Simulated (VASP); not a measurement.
# HPbNO4: single point with HSE06

The system is HPbNO4.

```
H Pb N O
1.0
     3.85404    0.14384    0.09012
    -0.25320    5.52698    0.16471
    -0.48197   -1.92720    5.72025
H Pb N O
1 1 1 4
Direct
  0.10913 0.65718 0.54463
  0.61029 0.52127 0.15100
  0.91580 0.96263 0.95867
  0.01384 0.13639 0.88084
  0.72398 0.01057 0.12858
  0.00389 0.73732 0.87043
  0.11927 0.59324 0.37651
```

| Item | Value |
| --- | --- |
| Program | VASP 6.6.1 |
| Task | single point |
| Functional | HSE06 |
| Potentials or basis | VASP PAW PBE potentials, release 64 (H_h, Pb_d, N_h, O_h) |
| Cutoff | 1000 eV |
| k mesh | 3 × 2 × 2 |
| Occupations | fermi-dirac, width 0.05 eV |
| Spin | no spin polarisation |

```yaml
Pressure: -3.3 GPa
Largest_force: 1.518 eV/Å
Band_gap_on_the_k_mesh: 4.49 eV (least direct gap 4.63 eV)
```

Forces on the atoms (eV/Å):
```
H    0.086 -0.019 -0.588
Pb   0.052  0.003  0.187
N    0.008 -0.015  0.017
O   -0.467 -1.320  0.533
O    0.990  0.117 -1.145
O   -0.525  1.210  0.655
O   -0.144  0.025  0.342
```

Stress tensor (GPa, compression positive):
```
-2.57 -0.08  1.81
-0.08 -3.87  0.01
 1.81  0.01 -3.37
```

Levels at points of the mesh, in eV from the valence-band top:
```csv
k point,band 19,band 20,band 21,band 22,band 23,band 24,band 25,band 26
"(0.00, 0.00, 0.00)",-2.00,-1.75,-1.13,-0.98,4.90,5.58,7.12,7.29
"(0.00, 0.50, 0.00)",-1.77,-1.40,-1.26,-1.03,4.96,5.51,5.91,8.74
"(0.00, 0.00, 0.50)",-1.82,-1.46,-1.20,-0.94,4.60,5.09,7.10,8.65
"(0.00, 0.50, 0.50)",-1.84,-1.30,-1.22,-0.98,4.92,5.21,5.92,8.65
```

Run time: 44 min on 1 thread of Intel(R) Xeon(R) Platinum 8259CL CPU @ 2.50GHz (Skylake/Cascade Lake) (shared host), peak memory 0.63 GiB.

Caveat: the k points lie up to 0.59 Å⁻¹ apart; the PAW data sets were made with another functional, which shifts forces and pressure a little; spin-orbit coupling is left out, which moves the levels of the heavy elements. A k mesh can miss the band edges.
